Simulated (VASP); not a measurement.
CeCr2B2C, 6 atoms in the cell. It takes space group P4/mmm (No. 123, tetragonal). Conventional cell: a = 3.763 Å, b = 3.763 Å, c = 4.956 Å, α = 90.00°, β = 90.00°, γ = 90.00°. Ce (site symmetry 4/mmm) has 2 C at 2.48 Å and 8 B at 2.88 Å and 8 Cr at 3.11 Å within 3.3 Å. Within 3.0 Å of B (site symmetry 4mm) lie 2 B at 2.22 to 2.74 Å and 4 Cr at 2.33 Å and 4 Ce at 2.88 Å and 4 C at 2.99 Å. Within 2.5 Å of Cr (site symmetry mmm) lie 2 C at 1.88 Å and 4 B at 2.33 Å. C (site symmetry 4/mmm) has 4 Cr at 1.88 Å and 2 Ce at 2.48 Å within 2.5 Å. 

| Quantity | Value |
| --- | --- |
| Program | VASP 6.6.1 |
| Task | single point |
| Functional | r2SCAN |
| Potentials or basis | VASP PAW PBE potentials, release 64 (Ce, B, Cr_pv, C) |
| Cutoff | 520 eV |
| k mesh | 5 × 5 × 4 |
| Occupations | fermi-dirac, width 0.1 eV |
| Spin | no spin polarisation |
| Dipole correction | no |
| Further INCAR settings | ALGO = Normal; EDIFF = 1e-06; NBANDS = 32 |

Potentials or basis: VASP PAW PBE potentials, release 64 (Ce, B, Cr_pv, C).

Run with:

```bash
$ cat potpaw_PBE.64/Ce/POTCAR potpaw_PBE.64/B/POTCAR potpaw_PBE.64/Cr_pv/POTCAR potpaw_PBE.64/C/POTCAR > POTCAR
$ cp INCAR.step1 INCAR
$ mpirun -np 1 vasp_std > vasp.out
$ cp INCAR.step2 INCAR
$ mpirun -np 1 vasp_std > vasp.out
```

Hardware: 1 thread of AMD EPYC 7R43 64-Core Processor (Zen 3), with other jobs on the host.

Problem. Estimate the wall time of this run.

Solution. It took 3.7 min on 1 thread of AMD EPYC 7R43 64-Core Processor (Zen 3), with other jobs on the host, peak memory 0.18 GiB. Counts: k points 18.
